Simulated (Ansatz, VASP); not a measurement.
One calculation of MgF2, two programs

```
Mg F
1.0
     4.63665    0.00000    0.00000
     0.00000    4.63665    0.00000
     0.00000    0.00000    3.02592
Mg F
2 4
Direct
  0.00000 0.00000 0.00000
  0.50000 0.50000 0.50000
  0.30280 0.30280 0.00000
  0.19720 0.80280 0.50000
  0.69720 0.69720 0.00000
  0.80280 0.19720 0.50000
```

Change from the starting cell: volume scaled by 1.01, crystal datasets.

Alike in both runs: task electric field gradients; functional LDA; k mesh 5 × 5 × 7; occupations fermi-dirac, width 0.02 eV; no spin polarisation.

|  | VASP | Ansatz |
| --- | --- | --- |
| version | VASP 6.6.1 | Ansatz 0.2.0 |
| potentials or method | VASP PAW LDA potentials, release 64 (Mg, F), cutoff 520 eV | all-electron PAW with datasets made for the crystal, scalar-relativistic |

Ansatz gave:

| Item | Value |
| --- | --- |
| gap on the k mesh at the Fermi level (eV) | 6.81 |
| pressure (GPa) | -3.9 |
| traceless stress, the component that is largest in VASP (GPa) | 0.72 |
| rms of the force components (eV/Å) | 0.024 |
| size of Vzz on the site where it differs most (V/Å²) | 5.6 |

Problem. What did VASP give for the same quantities?

Solution. gap on the k mesh at the Fermi level (eV): 6.79; pressure (GPa): -5.8; traceless stress, the component that is largest in VASP (GPa): 0.90; rms of the force components (eV/Å): 0.017; size of Vzz on the site where it differs most (V/Å²): 5.8.

LDA's correlation is that of Perdew and Zunger in VASP and of Perdew and Wang (1992) in Ansatz. Atom by atom the forces differ by 0.006 eV/Å (rms over components). Ansatz ran all-electron here, and VASP with PAW potentials.
